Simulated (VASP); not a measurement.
Runs of VASP 6.6.1 on InSe. The structure is that of space group R3m (No. 160), or close to it. The cells are those of the table. 

```tsv
task	cell	gap on the mesh (eV)	pressure (GPa)	largest force (eV/Å)
electric field gradients	a = 8.631 Å, angles 26.8°, 4 atoms	0.73	2.9	0.23
electric field gradients	a = 8.455 Å, angles 26.8°, 4 atoms	0.88	7.1	0.70
single point	a = 8.638 Å, angles 27.0°, 4 atoms	0.66	1.8	(b)
single point	a = 8.455 Å, angles 26.8°, 4 atoms	0.88	7.1	0.70
single point	a = 8.650 Å, angles 27.6°, 4 atoms	(a)	-0.1	0.23
single point	a = 8.573 Å, angles 26.8°, 4 atoms	0.79	4.2	(c)
single point	a = 8.745 Å, angles 26.8°, 4 atoms	0.64	0.9	0.10
```

Alike in all rows: level PBE; potentials or basis VASP PAW PBE potentials, release 64 (In_d, Se); no spin polarisation; k mesh 7 × 7 × 7; cutoff (eV) 520; smearing fermi-dirac 0.01 eV.

Task: Fill in the values left out.

Result: (a) 0.53; (b) 0.07; (c) 0.34.

Caveats: spin-orbit coupling is left out, which moves the levels of the heavy elements.

A k mesh can miss the band edges, and the runs leave out spin-orbit coupling on In, Se.
